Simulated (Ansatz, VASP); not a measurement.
## Two plane-wave programs on Ge

```
Ge
1.0
     3.64517    0.00000    0.00000
    -1.82259    3.15681    0.00000
     0.00000    0.00000    5.74940
Ge
4
Direct
  0.00000 0.00000 0.07115
  0.00000 0.00000 0.57115
  0.33333 0.66667 0.82115
  0.66667 0.33333 0.32115
```

Change from the starting cell: strain -0.040 along x and y, -0.080 along z, atoms carried along.

Alike in both runs: task single point; functional PBEsol; k mesh 12 × 12 × 8; occupations gaussian, width 0.15 eV; no spin polarisation.

|  | VASP | Ansatz |
| --- | --- | --- |
| version | VASP 6.6.1 | Ansatz 0.2.0 |
| potentials or method | VASP PAW PBE potentials, release 64 (Ge_d), cutoff 520 eV | scalar-relativistic, plane waves, PAW |
| valence electrons in the cell | 56 | 56 |

Ansatz gave:

- gap on the k mesh at the Fermi level (eV): none
- pressure (GPa): 18.4
- traceless stress, the component that is largest in VASP (GPa): 3.95

Which values does VASP return?

gap on the k mesh at the Fermi level (eV): none; pressure (GPa): 18.6; traceless stress, the component that is largest in VASP (GPa): 3.98.

VASP's potentials were made for PBE, not for PBEsol. A gap of «none» marks a metal or a gap that the smearing closes.
